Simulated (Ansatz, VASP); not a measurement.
## CaF2: VASP beside Ansatz

```
Ca F
1.0
     0.00000    2.75506    2.75506
     2.75506    0.00000    2.75506
     2.75506    2.75506    0.00000
Ca F
1 2
Direct
  0.00000 0.00000 0.00000
  0.25000 0.25000 0.25000
  0.75000 0.75000 0.75000
```

Alike in both runs: task single point; functional PBEsol; k mesh 6 × 6 × 6; occupations fermi-dirac, width 0.02 eV; no spin polarisation.

|  | VASP | Ansatz |
| --- | --- | --- |
| version | VASP 6.6.1 | Ansatz 0.2.0 |
| potentials or method | VASP PAW PBE potentials, release 64 (Ca_sv, F), cutoff 600 eV | plane waves, PAW |
| valence electrons in the cell | 24 | 24 |

```tsv
	VASP	Ansatz	Ansatz less VASP
pressure (GPa)	-3.6	-3.8	-0.15
```

VASP's potentials were made for PBE, not for PBEsol. With one functional, cell and mesh, what is left measures potentials, basis and numerics.
